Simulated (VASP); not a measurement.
# Al6N6O (a cell with a defect) in VASP: a series of runs, part 2 of 2

VASP 6.6.1.

### 5 Single point, PBE

The input, INCAR:

```
SYSTEM = Al6N6O
ALGO = Normal
EDIFF = 1E-6
ENCUT = 520
GGA = PE
GGA_COMPAT = .FALSE.
ISIF = 2
ISMEAR = 0
LASPH = .TRUE.
LCHARG = .FALSE.
LREAL = .FALSE.
LWAVE = .FALSE.
NBANDS = 39
NELECT = 56.0
NELM = 120
PREC = Accurate
SIGMA = 0.05
```

The input, KPOINTS:

```
k-points
0
G
  6 6 4
  0 0 0
```

The input, POSCAR:

```
Al6N6O
1.0
    0.0000000000      5.4209177894      0.0000000000
    4.6946525174      2.7104588947      0.0000000000
    1.5648841725      2.7104588947     -5.0173032437
Al N O
6 6 1
Direct
    0.3339095018      0.0005761684      0.9982714947
    0.6672428351      0.3339095018      0.9982714947
    0.0005761684      0.6672428351      0.9982714947
    0.1672428351      0.5005761684      0.4982714947
    0.5005761684      0.8339095018      0.4982714947
    0.8339095018      0.1672428351      0.4982714947
    0.4610904982      0.1277571649      0.6167285053
    0.7944238316      0.4610904982      0.6167285053
    0.1277571649      0.7944238316      0.6167285053
    0.2944238316      0.6277571649      0.1167285053
    0.6277571649      0.9610904982      0.1167285053
    0.9610904982      0.2944238316      0.1167285053
   -0.4438682760      0.8894176759      0.6649381614
```

Started as:

```console
> cat potpaw_PBE.64/Al/POTCAR potpaw_PBE.64/N/POTCAR potpaw_PBE.64/O/POTCAR > POTCAR
> mpirun -np 1 vasp_std > vasp.out
```

Wall time 10 min (1 thread of Oxide Virtual Turin-like, shared host); peak memory 0.42 GiB.

It converged, with:

- Free energy: -58.3273 eV
- Largest force: 40.866 eV/Å

Forces on the atoms (eV/Å):
```
Al    0.800  -0.266  -1.620
Al   -0.459  -0.034   0.300
Al    0.143   0.279   0.306
Al   -0.393  -0.658   0.308
Al  -13.242 -19.318  17.959
Al    1.169   1.920   0.769
N    40.095   1.875   7.675
N    -3.525  -0.321   0.315
N    -0.412  -0.185  -0.258
N    -0.124  -0.084  -1.013
N    -0.303  -0.132  -0.010
N     0.339   0.325  -0.243
O   -24.087  16.599 -24.489
```

Levels at points of the mesh, in eV from the Fermi level:
| k point | band 25 | band 26 | band 27 | band 28 | band 29 | band 30 | band 31 | band 32 |
| --- | --- | --- | --- | --- | --- | --- | --- | --- |
| (0.00, 0.00, 0.00) | -5.56 | -4.34 | -3.81 | -1.26 | 0.40 | 1.13 | 1.44 | 1.54 |
| (0.50, 0.00, 0.00) | -5.83 | -4.72 | -4.25 | -0.48 | 0.18 | 0.83 | 1.03 | 1.47 |
| (0.00, 0.50, 0.00) | -5.81 | -4.65 | -3.93 | -0.37 | -0.20 | 0.38 | 1.03 | 1.61 |
| (0.50, 0.50, 0.00) | -5.80 | -4.66 | -4.22 | 0.09 | 0.49 | 0.57 | 0.82 | 1.09 |
| (0.00, 0.00, 0.50) | -5.89 | -4.50 | -3.96 | -0.38 | 0.16 | 0.59 | 1.34 | 2.31 |
| (0.50, 0.00, 0.50) | -5.95 | -4.45 | -3.85 | 0.14 | 0.41 | 0.75 | 1.04 | 1.36 |
| (0.00, 0.50, 0.50) | -5.87 | -4.62 | -4.40 | -0.13 | 0.24 | 0.83 | 1.07 | 1.39 |
| (0.50, 0.50, 0.50) | -5.69 | -4.63 | -4.17 | -0.26 | 0.21 | 0.75 | 1.28 | 1.45 |

Caveat: the cell carries a net charge on a neutralising background, which shifts energy and pressure; the cell is charged against a uniform background, so pressure and absolute levels hang on convention; the standard files for N, O and F lose accuracy on very short bonds.

### 6 Single point, PBE

The input, INCAR:

```
ALGO = Normal
EDIFF = 1E-6
ENCUT = 520
GGA = PE
GGA_COMPAT = F
ISIF = 2
ISMEAR = 0
LASPH = T
LCHARG = F
LREAL = F
LWAVE = F
NBANDS = 39
NELECT = 56.0
NELM = 120
PREC = Accurate
SIGMA = 0.05
```

The input, KPOINTS:

```
k-points
0
Gamma
  6 6 4
```

POSCAR: that of step 5 with these lines changed.

```diff
@@ -20,2 +20,2 @@
     0.9610904982      0.2944238316      0.1167285053
-   -0.4438682760      0.8894176759      0.6649381614
+    0.0005761684      0.6671954537      0.6649381614
```

Potentials or basis: VASP PAW PBE potentials, release 64 (Al, N, O).

Started as:

```console
> cat potpaw_PBE.64/Al/POTCAR potpaw_PBE.64/N/POTCAR potpaw_PBE.64/O/POTCAR > POTCAR
> mpirun -np 1 vasp_std > vasp.out
```

Run time: 11 min. Hardware: 1 thread of Oxide Virtual Turin-like, shared host; peak memory 0.42 GiB.

Results (log left out):

| Item | Value |
| --- | --- |
| Free energy | -58.3210 eV |
| Largest force | 41.007 eV/Å |

Forces on the atoms (eV/Å):
```
Al    0.481   0.075   0.043
Al   -0.231  -0.560   0.626
Al    0.004   0.948  -1.617
Al  -23.590  -1.828  18.074
Al   -0.647  -0.256   0.134
Al    2.305   0.320   0.816
N    -0.463  -0.062  -0.544
N    -2.031  -2.756   0.412
N    22.045  33.576   8.264
N     0.245   0.175  -0.428
N    -0.207   0.022  -0.208
N    -0.115  -0.368  -0.992
O     2.205 -29.286 -24.581
```

Levels at points of the mesh, in eV from the Fermi level:
```
           k point  band 24  band 25  band 26  band 27  band 28  band 29  band 30  band 31  band 32  band 33
(0.00, 0.00, 0.00)    -5.71    -5.62    -4.27    -4.00    -1.29     0.18     0.78     1.33     2.03     2.21
(0.50, 0.00, 0.00)    -6.10    -5.80    -4.81    -4.31    -0.62     0.17     0.85     1.10     1.36     1.95
(0.00, 0.50, 0.00)    -5.95    -5.78    -4.63    -3.99    -0.27     0.23     0.63     1.07     1.37     1.88
(0.50, 0.50, 0.00)    -6.25    -5.82    -4.76    -3.92    -0.22    -0.08     0.83     1.04     1.43     2.29
(0.00, 0.00, 0.50)    -5.97    -5.94    -4.69    -3.81    -0.34     0.39     0.64     1.29     1.71     2.34
(0.50, 0.00, 0.50)    -6.13    -5.95    -4.50    -3.89     0.16     0.31     0.83     0.87     1.40     1.73
(0.00, 0.50, 0.50)    -6.19    -6.01    -4.68    -4.58     0.19     0.42     0.54     0.81     1.14     1.67
(0.50, 0.50, 0.50)    -6.21    -5.82    -4.60    -4.52    -0.44     0.02     0.42     1.04     1.44     2.23
```

Caveat: the cell carries a net charge on a neutralising background, which shifts energy and pressure; the cell is charged against a uniform background, so pressure and absolute levels hang on convention; the standard files for N, O and F lose accuracy on very short bonds.

### 7 Single point, PBE

The input, INCAR:

```
SYSTEM = Al6N6O
  ALGO = Normal
  EDIFF = 1E-6
  ENCUT = 520
  GGA = PE
  GGA_COMPAT = .False.
  ISIF = 2
  ISMEAR = 0
  LASPH = .True.
  LCHARG = .False.
  LREAL = .False.
  LWAVE = .False.
  NBANDS = 39
  NELECT = 56.0
  NELM = 120
  PREC = Accurate
  SIGMA = 0.05
```

The input, KPOINTS:

```
k-points
0
Gamma
  6 6 4
  0 0 0
```

POSCAR: that of step 6 with these lines changed.

```diff
@@ -20,2 +20,2 @@
     0.9610904982      0.2944238316      0.1167285053
-    0.0005761684      0.6671954537      0.6649381614
+   -0.2216460538      0.4449732314      1.3316048280
```

Started as:

```console
> cat potpaw_PBE.64/Al/POTCAR potpaw_PBE.64/N/POTCAR potpaw_PBE.64/O/POTCAR > POTCAR
> mpirun -np 1 vasp_std > vasp.out
```

Run time: 12 min. Hardware: 1 thread of Oxide Virtual Turin-like, shared host; peak memory 0.42 GiB.

The run converged. Its results:

- Free energy: -63.2760 eV
- Largest force: 29.043 eV/Å

Forces on the atoms (eV/Å):
```
Al   -0.068  -0.475   0.518
Al   -0.637   0.892   0.920
Al    0.767  -0.260  -0.165
Al   -0.064  -0.411  -0.690
Al   -0.235   0.410   0.389
Al  -20.602  -0.241 -17.266
N    -0.900  -0.020  -0.058
N     3.258   4.278  -7.446
N    -0.141   0.406  -0.160
N    -0.345  -0.292  -0.748
N     1.907  -0.355   0.838
N    -7.243  -1.381   8.171
O    24.302  -2.552  15.697
```

Levels at points of the mesh, in eV from the Fermi level:
| k point | band 25 | band 26 | band 27 | band 28 | band 29 | band 30 | band 31 | band 32 |
| --- | --- | --- | --- | --- | --- | --- | --- | --- |
| (0.00, 0.00, 0.00) | -5.29 | -5.22 | -3.95 | -1.09 | 0.34 | 1.14 | 1.32 | 1.83 |
| (0.50, 0.00, 0.00) | -5.61 | -5.12 | -4.20 | -0.46 | 0.12 | 0.85 | 1.23 | 1.72 |
| (0.00, 0.50, 0.00) | -5.77 | -5.15 | -4.24 | 0.17 | 0.26 | 0.32 | 1.33 | 1.51 |
| (0.50, 0.50, 0.00) | -5.68 | -4.92 | -4.43 | -0.23 | 0.55 | 0.96 | 1.14 | 1.54 |
| (0.00, 0.00, 0.50) | -5.55 | -5.12 | -3.21 | -0.51 | 0.41 | 0.61 | 1.50 | 1.59 |
| (0.50, 0.00, 0.50) | -5.75 | -5.11 | -3.28 | -0.22 | 0.51 | 0.61 | 1.25 | 1.54 |
| (0.00, 0.50, 0.50) | -5.74 | -5.36 | -3.33 | -0.70 | 0.58 | 0.81 | 1.13 | 1.85 |
| (0.50, 0.50, 0.50) | -5.85 | -5.09 | -3.27 | -0.30 | 0.24 | 0.44 | 1.18 | 1.65 |

Caveat: the cell carries a net charge on a neutralising background, which shifts energy and pressure; the cell is charged against a uniform background, so pressure and absolute levels hang on convention.
